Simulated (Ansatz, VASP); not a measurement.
**BN in VASP and in Ansatz**

Contents of INCAR:

```
SYSTEM = BN
PREC     = Accurate       ! precision mode
ENCUT    = 600            ! plane-wave cutoff, eV
EDIFF    = 1E-7           ! SCF threshold, eV
ISMEAR   = 0              ! smearing method
SIGMA    = 0.02           ! smearing width, eV
LREAL    = .FALSE.        ! projectors in reciprocal space
LASPH    = .TRUE.         ! aspherical terms in the spheres
NELM     = 120            ! most SCF steps
ALGO     = Normal         ! electronic algorithm
ISIF     = 3              ! what is computed and relaxed
LWAVE    = .FALSE.        ! write WAVECAR
LCHARG   = .FALSE.        ! write CHGCAR
GGA      = CA             ! functional
IBRION   = 2              ! ionic algorithm
NSW      = 100            ! ionic steps
EDIFFG   = -0.002         ! ionic threshold
GGA_COMPAT= .FALSE.      
NELMIN   = 4
```

File KPOINTS:

```
Automatic mesh
0
G
  12 12 12
  0 0 0
```

Contents of POSCAR:

```
BN
1.0
    0.0000000000      1.7900533661      1.7900533661
    1.7900533661      0.0000000000      1.7900533661
    1.7900533661      1.7900533661      0.0000000000
B N
1 1
Direct
    0.0000000000      0.0000000000      0.0000000000
    0.2500000000      0.2500000000      0.2500000000
```

Input for Ansatz:

```yaml
crystal:
  lattice:
    - [0.0, 1.7900533639, 1.7900533639]
    - [1.7900533639, 0.0, 1.7900533639]
    - [1.7900533639, 1.7900533639, 0.0]
  atoms:
    - { symbol: B, position: [0.0, 0.0, 0.0] }
    - { symbol: "N", position: [0.25, 0.25, 0.25] }
basis:
  ecutwfc: 420
kpoints:
  mp_grid: { grid: [12, 12, 12] }
hamiltonian:
  xc: lda
  pseudopotentials: { kind: paw, azcp: { folder: soft_1 } }
scf:
  occupations: { method: gaussian, width: 0.02 }
output:
  forces: true
  stress: true
  eigenvalues: true
relax:
  adjacent_minimum: "off"
  f_tol: 0.002
  max_steps: 80
  cell: { stress_tol: 0.02 }
```

Alike in both runs: task relaxation of cell and atoms; functional LDA; k mesh 12 × 12 × 12; occupations gaussian, width 0.02 eV; no spin polarisation.

|  | VASP | Ansatz |
| --- | --- | --- |
| version | VASP 6.6.1 | Ansatz 0.2.0 |
| potentials or method | VASP PAW LDA potentials, release 64 (B, N), cutoff 600 eV | scalar-relativistic, plane waves, PAW |
| valence electrons in the cell | 8 | 8 |

Ansatz gave:

```
gap on the k mesh at the Fermi level, each at its own relaxed structure (eV) : 4.39
relaxed volume (Å³/atom)                                                     : 5.73
relaxed cell length with the largest relative difference (Å)                 : 2.531
```

**Question.** Estimate VASP's values.

**Answer.** gap on the k mesh at the Fermi level, each at its own relaxed structure (eV): 4.38; relaxed volume (Å³/atom): 5.75; relaxed cell length with the largest relative difference (Å): 2.533.

Ansatz warns that its potentials were made for another functional, while VASP's fit it. LDA's correlation is that of Perdew and Zunger in VASP and of Perdew and Wang (1992) in Ansatz.
